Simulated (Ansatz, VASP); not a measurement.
# TiC in VASP and in Ansatz

```
Ti C
1.0
     0.00000    2.22892    2.22892
     2.22892    0.00000    2.22892
     2.22892    2.22892    0.00000
Ti C
1 1
Direct
  0.00000 0.00000 0.00000
  0.50000 0.50000 0.50000
```

Change from the starting cell: strain +0.030 along x and y, +0.030 along z, atoms carried along.

Alike in both runs: task single point; functional PBEsol; k mesh 18 × 18 × 18; occupations gaussian, width 0.15 eV; no spin polarisation.

```csv
,VASP,Ansatz
version,VASP 6.6.1,Ansatz 0.2.0
potentials or method,"VASP PAW PBE potentials, release 64 (Ti_sv, C), cutoff 520 eV","scalar-relativistic, plane waves, PAW"
valence electrons in the cell,16,16
```

```csv
,VASP,Ansatz,Ansatz less VASP
gap on the k mesh at the Fermi level (eV),none,none,-
pressure (GPa),-23.7,-24.0,-0.30
```

VASP's potentials were made for PBE, not for PBEsol. A gap of «none» marks a metal or a gap that the smearing closes.
